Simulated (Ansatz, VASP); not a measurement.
## EuOs: VASP beside Ansatz

```xyz
2
Lattice="3.4561 0.0000 0.0000 0.0000 3.4561 0.0000 0.0000 0.0000 3.4561" Properties=species:S:1:pos:R:3 pbc="T T T"
Eu    0.0000    0.0000    0.0000
Os    1.7280    1.7280    1.7280
```

Alike in both runs: task single point; functional PBE; k mesh 10 × 10 × 10; occupations gaussian, width 0.05 eV; collinear spin.

|  | VASP | Ansatz |
| --- | --- | --- |
| version | VASP 6.6.1 | Ansatz 0.2.0 |
| potentials or method | VASP PAW PBE potentials, release 64 (Eu, Os), cutoff 520 eV | scalar-relativistic, plane waves, PAW |
| valence electrons in the cell | 25 | 33 |

```tsv
	VASP	Ansatz	Ansatz less VASP
gap on the k mesh at the Fermi level (eV)	none	none	-
pressure (GPa)	0.2	0.0	-0.16
net moment per atom (μB)	2.90	2.89	-0.002
size of the moment on the site where the two differ most (μB)	6.26	6.37	+0.111
```

Site moments also hang on the region over which each program counts them. A gap of «none» marks a metal or a gap that the smearing closes. VASP's potentials hold 25 valence electrons a cell and Ansatz's 33, so a difference there can come from the potentials and not from the codes. Ansatz's warnings: given moment on shells, stability check not made.

Neither program's run includes spin-orbit coupling.
